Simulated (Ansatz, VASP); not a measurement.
One calculation of TiC, two programs

```
Ti C
1.0
     0.00000    2.16400    2.35335
     2.16400    0.00000    2.35335
     2.16400    2.16400    0.00000
Ti C
1 1
Direct
  0.00000 0.00000 0.00000
  0.50000 0.50000 0.50000
```

Change from the starting cell: strain +0.0875 x Voigt [0, 0, 1, 0, 0, 0], atoms carried along.

Alike in both runs: task single point; functional PBE; k mesh 18 × 18 × 18; occupations gaussian, width 0.15 eV; no spin polarisation.

|  | VASP | Ansatz |
| --- | --- | --- |
| version | VASP 6.6.1 | Ansatz 0.2.0 |
| potentials or method | VASP PAW PBE potentials, release 64 (Ti_sv, C), cutoff 520 eV | scalar-relativistic, plane waves, PAW |
| valence electrons in the cell | 16 | 16 |

VASP gave:

| Quantity | Value |
| --- | --- |
| gap on the k mesh at the Fermi level (eV) | none |
| pressure (GPa) | -14.3 |
| traceless stress, the component that is largest in VASP (GPa) | -12.71 |

**Question.** Which values does Ansatz return?

**Answer.** gap on the k mesh at the Fermi level (eV): none; pressure (GPa): -14.4; traceless stress, the component that is largest in VASP (GPa): -12.50.

A gap of «none» marks a metal or a gap that the smearing closes.
